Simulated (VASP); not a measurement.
A run of VASP 6.6.1 is set up as follows.

File INCAR:

```
SYSTEM = HC9
  ALGO = Normal
  EDIFF = 1E-7
  ENCUT = 520
  GGA = PE
  ISIF = 2
  ISMEAR = -1
  IVDW = 12
  LASPH = .TRUE.
  LCHARG = .FALSE.
  LREAL = Auto
  LWAVE = .FALSE.
  NBANDS = 53
  NELM = 100
  PREC = Accurate
  SIGMA = 0.02
```

KPOINTS

```
k-points
0
G
  2 2 1
  0 0 0
```

File POSCAR:

```
HC9
1.0
    7.3980000000      0.0000000000      0.0000000000
   -3.6990000000      6.4068560000      0.0000000000
    0.0000000000      0.0000000000     12.0000000000
C H
18 2
Direct
    0.0020678750      0.0151857635      0.0704315000
    0.2236359136      0.1259655282      0.0702653333
    0.0026961911      0.3468798113      0.0704662500
    0.2230097167      0.4570261919      0.0704307500
    0.0004136276      0.6795874607      0.0704537500
    0.2252802042      0.7920281024      0.0704035833
    0.3360383227      0.0135651558      0.0702341667
    0.5562547800      0.1236709550      0.0702502500
    0.3337869498      0.3462511097      0.0702594167
    0.5585355756      0.4586269771      0.0702518333
    0.3354163260      0.6818645526      0.0704522500
    0.5569097935      0.7926076378      0.0704523333
    0.6670312660      0.0128857274      0.0704165000
    0.8919076138      0.1253188772      0.0704613333
    0.6686758624      0.3485074427      0.0702754167
    0.8902548503      0.4593023474      0.0704365833
    0.6693192726      0.6801776097      0.0704193333
    0.8896335902      0.7903428764      0.0704561667
    0.3877965763      0.2209367590      0.3230613333
    0.5022147459      0.2566603651      0.3201212500
```

Potentials or basis: VASP PAW PBE potentials, release 64 (C, H).

Run with:

```bash
$ cat potpaw_PBE.64/C/POTCAR potpaw_PBE.64/H/POTCAR > POTCAR
$ mpirun -np 1 vasp_std > vasp.out
```

Estimate the band gap on the k mesh.

0.22 eV.

Predict the dispersion energy per atom.

-0.083 eV.

Forces in eV/Å, atoms in the order of the input:
```
C   -0.004 -0.009  0.002
C    0.008 -0.003  0.003
C   -0.007  0.008 -0.001
C   -0.002  0.000  0.000
C    0.016  0.005 -0.004
C   -0.012 -0.015 -0.001
C   -0.020  0.008  0.003
C    0.006  0.024  0.002
C    0.000  0.000  0.005
C   -0.005  0.002  0.003
C   -0.011 -0.017 -0.004
C    0.019 -0.003 -0.003
C    0.016  0.012 -0.001
C   -0.017 -0.008 -0.003
C    0.008 -0.014  0.001
C    0.012 -0.006  0.002
C   -0.001  0.005  0.000
C   -0.006  0.010 -0.001
H    0.012  0.004 -0.002
H   -0.012 -0.003 -0.001
```

Caveat: the k points lie up to 0.49 Å⁻¹ apart.
